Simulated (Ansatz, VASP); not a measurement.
# Pt: VASP beside Ansatz

File INCAR:

```
ALGO = Normal
EDIFF = 1E-7
ENCUT = 520
ISIF = 2
ISMEAR = 0
LASPH = T
LCHARG = F
LREAL = F
LWAVE = F
NBANDS = 11
NELM = 60
PREC = Accurate
SIGMA = 0.15
```

KPOINTS

```
k-points
0
Gamma
  20 20 20
```

The input POSCAR:

```
Pt
1.0
    0.0000000000      1.9468328700      2.0149720204
    1.9468328700      0.0000000000      2.0149720204
    1.9468328700      1.9468328700      0.0000000000
Pt
1
Direct
    0.0000000000      0.0000000000      0.0000000000
```

Input for Ansatz:

```yaml
crystal:
  lattice:
    - [0.0, 1.94683287, 2.0149720204]
    - [1.94683287, 0.0, 2.0149720204]
    - [1.94683287, 1.94683287, 0.0]
  atoms:
    - { symbol: Pt, position: [0.0, 0.0, 0.0] }
basis:
  ecutwfc: 420
kpoints:
  mp_grid: { grid: [20, 20, 20] }
hamiltonian:
  xc: lda
scf:
  occupations: { method: gaussian, width: 0.15 }
output:
  forces: true
  stress: true
  eigenvalues: true
```

Change from the starting cell: normal strain along x +0.0000, normal strain along z +0.0350.

Alike in both runs: task single point; functional LDA; k mesh 20 × 20 × 20; occupations gaussian, width 0.15 eV; no spin polarisation.

```csv
,VASP,Ansatz
version,VASP 6.6.1,Ansatz 0.2.0
potentials or method,"VASP PAW LDA potentials, release 64 (Pt), cutoff 520 eV","scalar-relativistic, plane waves, PAW"
valence electrons in the cell,10,18
```

Ansatz gave:

| Quantity | Value |
| --- | --- |
| gap on the k mesh at the Fermi level (eV) | none |
| pressure (GPa) | -9.4 |
| traceless stress, the component that is largest in VASP (GPa) | -2.46 |

Q: What did VASP give for the same quantities?

A: gap on the k mesh at the Fermi level (eV): none; pressure (GPa): -8.7; traceless stress, the component that is largest in VASP (GPa): -2.47.

LDA's correlation is that of Perdew and Zunger in VASP and of Perdew and Wang (1992) in Ansatz. A gap of «none» marks a metal or a gap that the smearing closes. VASP's potentials hold 10 valence electrons a cell and Ansatz's 18, so a difference there can come from the potentials and not from the codes.

Neither program's run includes spin-orbit coupling.
